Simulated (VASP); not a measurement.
# Sb4Pt3W in VASP: single point with PBEsol

Aim: the single point of Sb4Pt3W with PBEsol.

All numbers are computed with VASP 6.6.1; they aren't measurements. Logs are shortened: lines on timing, memory, paths and dates and some standing lists are left out, and cuts for length are marked.

## (1) The cell of the first run

The typed cell holds 8 atoms: a = 3.471 Å, b = 3.471 Å, c = 12.387 Å, α = 90.00°, β = 90.00°, γ = 90.00°.

## (2) Single point, PBEsol

INCAR

```
PREC = Accurate
ENCUT = 520
EDIFF = 1E-6
ISMEAR = -1
SIGMA = 0.05
LREAL = False
LASPH = True
NELM = 100
ALGO = Normal
ISIF = 2
LWAVE = False
LCHARG = False
GGA = PS
NBANDS = 42
```

KPOINTS

```
regular mesh
0
Gamma
  6 6 2
```

POSCAR

```
Sb4Pt3W
1.0
    3.4714109471     -0.0000027676      0.0000443557
   -0.0000018914      3.4714684221      0.0001184525
    0.0002481129      0.0002765668     12.3865186055
Sb Pt W
4 3 1
Direct
    0.0054366895      0.0021753053      0.8751627228
    0.0054059134      0.0021185564      0.1210412396
    0.0053553977      0.0021396941      0.3719098557
    0.0053648325      0.0019695725      0.6242971991
    0.5053890908      0.5021267448      0.2492410274
    0.5053716229      0.5020702358      0.4981269242
    0.5053768181      0.5020468452      0.7469727536
    0.5054135513      0.5021333518     -0.0018992927
```

Potentials or basis: VASP PAW PBE potentials, release 64 (Sb, Pt, W_sv).

Started as:

```
cat potpaw_PBE.64/Sb/POTCAR potpaw_PBE.64/Pt/POTCAR potpaw_PBE.64/W_sv/POTCAR > POTCAR
mpirun -np 1 vasp_std > vasp.out
```

OUTCAR:

```text
PREC = Accurate
   ENCUT = 520
   EDIFF = 1E-6
   ISMEAR = -1
   LREAL = False
   LASPH = True
   NELM = 100
   ISIF = 2
   GGA = PS

 ion  position               nearest neighbor table
   1  0.005  0.002  0.875-   8 2.89   8 2.89   8 2.89   8 2.89   7 2.92   7 2.92   7 2.92   7 2.92
                             2 3.05   4 3.11
   2  0.005  0.002  0.121-   8 2.89   8 2.89   8 2.89   8 2.89   5 2.92   5 2.92   5 2.92   5 2.92
                             1 3.05   3 3.11
   3  0.005  0.002  0.372-   5 2.89   5 2.89   5 2.89   5 2.89   6 2.91   6 2.91   6 2.91   6 2.91
                             2 3.11   4 3.13
   4  0.005  0.002  0.624-   7 2.89   7 2.89   7 2.89   7 2.89   6 2.91   6 2.91   6 2.91   6 2.91
                             1 3.11   3 3.13
   5  0.505  0.502  0.249-   3 2.89   3 2.89   3 2.89   3 2.89   2 2.92   2 2.92   2 2.92   2 2.92
                             6 3.08   8 3.11
   6  0.505  0.502  0.498-   4 2.91   4 2.91   4 2.91   3 2.91   4 2.91   3 2.91   3 2.91   3 2.91
                             7 3.08   5 3.08
   7  0.505  0.502  0.747-   4 2.89   4 2.89   4 2.89   4 2.89   1 2.92   1 2.92   1 2.92   1 2.92
                             6 3.08   8 3.11
   8  0.505  0.502  0.998-   1 2.89   2 2.89   1 2.89   2 2.89   1 2.89   2 2.89   2 2.89   1 2.89
                             7 3.11   5 3.11

  LATTYP: Found a base centered monoclinic cell.
 ALAT       =    28.8196653139
 B/A-ratio  =     0.1703475847
 C/A-ratio  =     0.4623114142
 COS(beta)  =    -0.9873805280

  Lattice vectors:

 A1 = (   6.9425718899,   3.4711863201, -12.3863114416)
 A2 = (   3.4711590514,   6.9426575098, -12.3862373448)
 A3 = (  -3.4711609428,  -3.4711890877,  12.3863557973)

Analysis of symmetry for initial positions (statically):
=====================================================================
 Subroutine PRICEL returns:
 Original cell was already a primitive cell.

 Routine SETGRP: Setting up the symmetry group for a
 base centered monoclinic supercell.

 Subroutine GETGRP returns: Found  1 space group operations
 (whereof  1 operations were pure point group operations)
 out of a pool of  4 trial point group operations.

The static configuration has the point symmetry C_1 .

Analysis of symmetry for dynamics (positions and initial velocities):
=====================================================================
 Subroutine PRICEL returns:
 Original cell was already a primitive cell.

 Routine SETGRP: Setting up the symmetry group for a
 base centered monoclinic supercell.

 Subroutine GETGRP returns: Found  1 space group operations
 (whereof  1 operations were pure point group operations)
 out of a pool of  4 trial point group operations.

The dynamic configuration has the point symmetry C_1 .

 Subroutine INISYM returns: Found  1 space group operations
 (whereof  1 operations are pure point group operations),
 and found     1 'primitive' translations

----------------------------------------------------------------------------------------

                                     Primitive cell

  volume of cell :     149.2686

  direct lattice vectors                    reciprocal lattice vectors
     3.471410947 -0.000002768  0.000044356     0.288067306  0.000000157 -0.000005770
    -0.000001891  3.471468422  0.000118453     0.000000230  0.288062537 -0.000006432
     0.000248113  0.000276567 12.386518605    -0.000001032 -0.000002755  0.080732935

  length of vectors
     3.471410947  3.471468424 12.386518611     0.288067306  0.288062537  0.080732935

  position of ions in fractional coordinates (direct lattice)
     0.005436690  0.002175305  0.875162723
     0.005405913  0.002118556  0.121041240
     0.005355398  0.002139694  0.371909856
     0.005364832  0.001969573  0.624297199
     0.505389091  0.502126745  0.249241027
     0.505371623  0.502070236  0.498126924
     0.505376818  0.502046845  0.746972754
     0.505413551  0.502133352  0.998100707

  ion indices of the primitive-cell ions
   primitive index   ion index
                 1           1
                 2           2
                 3           3
                 4           4
                 5           5
                 6           6
                 7           7
                 8           8

----------------------------------------------------------------------------------------

 KPOINTS: regular mesh

Automatic generation of k-mesh.
 Grid dimensions read from file:
 generate k-points for:    6    6    2

 Generating k-lattice:

  Cartesian coordinates                     Fractional coordinates (reciprocal lattice)
     0.048011218  0.000000026 -0.000000962     0.166666667  0.000000000  0.000000000
     0.000000038  0.048010423 -0.000001072     0.000000000  0.166666667 -0.000000000
    -0.000000516 -0.000001377  0.040366467    -0.000000000 -0.000000000  0.500000000

  Length of vectors
     0.048011218  0.048010423  0.040366468

  Shift w.r.t. Gamma in fractional coordinates (k-lattice)
     0.000000000  0.000000000  0.000000000

 Subroutine IBZKPT returns following result:
 ===========================================

 Found     40 irreducible k-points:

 Following reciprocal coordinates:
            Coordinates               Weight
  0.000000  0.000000  0.000000      1.000000
  0.166667 -0.000000  0.000000      2.000000
  0.333333  0.000000 -0.000000      2.000000
  0.500000  0.000000  0.000000      1.000000
 -0.000000  0.166667  0.000000      2.000000
  0.166667  0.166667  0.000000      2.000000
[... 16 lines left out ...]
  0.333333  0.000000  0.500000      2.000000
  0.500000  0.000000  0.500000      1.000000
 [... further k-points ...]
   k-points           NKPTS =     40   k-points in BZ     NKDIM =     40   number of bands    NBANDS=     42
   number of dos      NEDOS =    301   number of ions     NIONS =      8
   total plane-waves  NPLWV =  75264
   dimension x,y,z NGX =    28 NGY =   28 NGZ =   96
   dimension x,y,z NGXF=    56 NGYF=   56 NGZF=  192
   ions per type =               4   3   1
   NGX,Y,Z   is equivalent  to a cutoff of  13.41, 13.41, 12.88 a.u.
   NGXF,Y,Z  is equivalent  to a cutoff of  26.82, 26.82, 25.77 a.u.
 SYSTEM =  unknown system
   PREC   = accura    normal or accurate (medium, high low for compatibility)
   ISTART =      0    job   : 0-new  1-cont  2-samecut
   ICHARG =      2    charge: 1-file 2-atom 10-const
   ISPIN  =      1    spin polarized calculation?
   LNONCOLLINEAR =      F non collinear calculations
   LSORBIT =      F    spin-orbit coupling
   LASPH  =      T    aspherical Exc in radial PAW
   ENCUT  =  520.0 eV  38.22 Ry    6.18 a.u.   6.45  6.45 23.03*2*pi/ulx,y,z
   NELM   =    100;   NELMIN=  2; NELMDL= -5     # of ELM steps
   EDIFF  = 0.1E-05   stopping-criterion for ELM
   LREAL  =      F    real-space projection
   EDIFFG = 0.1E-04   stopping-criterion for IOM
   NSW    =      0    number of steps for IOM
   IBRION =     -1    ionic relax: 0-MD 1-quasi-New 2-CG
   NFREE  =      0    steps in history (QN), initial steepest desc. (CG)
   ISIF   =      2    stress and relaxation
   ISYM   =      2    0-nonsym 1-usesym 2-fastsym
   POTIM  = 0.5000    time-step for ionic-motion
   TEBEG  =    0.0;   TEEND  =   0.0 temperature during run
   PSTRESS=    0.0 pullay stress
   NELECT =      64.0000    total number of electrons
   NUPDOWN=      -1.0000    fix difference up-down
   EMIN   =  10.00;   EMAX   =-10.00  energy-range for DOS
   EFERMI =   0.00;   METHOD = LEGACY
   ISMEAR =    -1;   SIGMA  =   0.05  broadening in eV -4-tet -1-fermi 0-gaus
   EFERMI_NEDOS =   21; number of points for ismear=-14 and -15
   IALGO  =     38    algorithm
   IMIX   =      4    mixing-type and parameters
     AMIX     =   0.40;   BMIX     =  1.00
     AMIX_MAG =   1.60;   BMIX_MAG =  1.00
  volume/ion in A,a.u.               =      18.66       125.91
  Fermi-wavevector in a.u.,A,eV,Ry     =   1.234465  2.332800 20.733958  1.523903
  Thomas-Fermi vector in A             =   2.369154
   LORBIT       =      0    0 simple, 1 ext, 2 COOP (PROOUT), +10 PAW based schemes
   GGA     = PS    functional components
   LHFCALC =     F    Hartree Fock is set to
   AEXX    =    0.0000 exact exchange contribution
   IVDW    =     0    specifies the selected vdW correction
   LEPSILON=     F    determine dielectric tensor
   LRPA    =     F    only Hartree local field effects (RPA)
 non-spin polarized calculation
  energy-cutoff  :      520.00
  volume of cell :      149.27
 maximum number of plane-waves:      4086
 NGX is ok and might be reduce to    28
   NGX = 13   NGY = 13   NGZ = 47

 number of electron      64.0000001 magnetization

 Free energy of the ion-electron system (eV)
  ---------------------------------------------------
  ext. energy  EPLUGINS =         0.00000000
  ---------------------------------------------------
  free energy    TOTEN  =       -52.18822692 eV

  energy without entropy =      -52.15620207  energy(sigma->0) =      -52.17221450

 E-fermi :  11.0955     XC(G=0): -12.2349

 val. band max:       11.0927735320   @ k =   0.3333   0.0000   0.5000
 cond. band min:      11.1068274630   @ k =   0.5000   0.5000   0.5000
 fundamental gap:      0.0140539310
 Fermi energy:        11.0955238162

 k-point     1 :       0.0000    0.0000    0.0000
  band No.  band energies     occupation
      1     -62.9100      2.00000
      2     -27.1008      2.00000
      3     -27.1000      2.00000
      4     -27.1000      2.00000
      5      -2.3175      2.00000
      6      -1.2830      2.00000
[... 34 lines left out ...]
     41      15.9735      0.00000
     42      16.8013      0.00000

 k-point     2 :       0.1667   -0.0000    0.0000
  band No.  band energies     occupation
      1     -62.9094      2.00000
      2     -27.1228      2.00000
      3     -27.0982      2.00000
      4     -27.0979      2.00000
      5      -1.9503      2.00000
      6      -0.9479      2.00000
[... 979 lines left out ...]
     41      15.0575      0.00000
     42      15.4552      0.00000

 k-point    24 :       0.5000    0.0000    0.5000
  band No.  band energies     occupation
      1     -62.9076      2.00000
      2     -27.1906      2.00000
      3     -27.0916      2.00000
      4     -27.0902      2.00000
      5       0.1048      2.00000
      6       0.1746      2.00000
[... 34 lines left out ...]
     41      15.9507      0.00000
     42      16.6301      0.00000

 [... further k-points ...]

------------------------ aborting loop because EDIFF is reached ----------------------------------------

  FORCE on cell =-STRESS in cart. coord.  units (eV):
  Direction    XX          YY          ZZ          XY          YZ          ZX
  --------------------------------------------------------------------------------------
  -------------------------------------------------------------------------------------
  Total       -0.0542111     -0.0558727     -0.0162004      0.0000950     -0.0003134     -0.0004438
  in kB       -0.5818759     -0.5997101     -0.1738876      0.0010194     -0.0033640     -0.0047635
  external PRESSURE =      -0.4518245 kB  Pullay stress =       0.0000000 kB

 VOLUME and BASIS-vectors are now :
 -----------------------------------------------------------------------------
  energy-cutoff  :      520.00
  volume of cell :      149.27
      direct lattice vectors                 reciprocal lattice vectors
     3.471410947 -0.000002768  0.000044356     0.288067306  0.000000157 -0.000005770
    -0.000001891  3.471468422  0.000118453     0.000000230  0.288062537 -0.000006432
     0.000248113  0.000276567 12.386518605    -0.000001032 -0.000002755  0.080732935

 POSITION                                       TOTAL-FORCE (eV/Angst)
 -----------------------------------------------------------------------------------
      0.01909      0.00779     10.84022        -0.000142     -0.000294     -0.028310
      0.01880      0.00739      1.49928        -0.000034     -0.000028      0.028491
      0.01868      0.00753      4.60667         0.000107     -0.000184      0.001412
      0.01878      0.00701      7.73287        -0.000025      0.000285     -0.001432
      1.75447      1.74318      3.08731        -0.000064      0.000015      0.003137
      1.75448      1.74306      6.17014        -0.000025     -0.000025     -0.000212
      1.75456      1.74304      9.25247         0.000118      0.000117     -0.003175
      1.75474      1.74341     12.36307         0.000065      0.000114      0.000089
 -----------------------------------------------------------------------------------
    total drift:                               -0.000080     -0.000049      0.000028

  FREE ENERGIE OF THE ION-ELECTRON SYSTEM (eV)
  ---------------------------------------------------
  free  energy   TOTEN  =       -52.1882269226 eV

  energy  without entropy=      -52.1562020686  energy(sigma->0) =      -52.17221450
```

Wall time 8.2 min (1 thread of Intel Xeon 8259CL, shared host); peak memory 0.41 GiB.

What came out:

| Property | Result |
| --- | --- |
| Free energy | -52.1882 eV |
| Pressure | 0.0 GPa |
| Largest force | 0.028 eV/Å |
| Band gap on the k mesh | zero (bands 32 and 33 overlap by 0.99 eV) |

Forces on the atoms (eV/Å):
```
Sb   0.000  0.000 -0.028
Sb   0.000  0.000  0.028
Sb   0.000  0.000  0.001
Sb   0.000  0.000 -0.001
Pt   0.000  0.000  0.003
Pt   0.000  0.000  0.000
Pt   0.000  0.000 -0.003
W    0.000  0.000  0.000
```

Caveat: the PAW data sets were made with another functional, which shifts forces and pressure a little; spin-orbit coupling is left out, which moves the levels of the heavy elements.
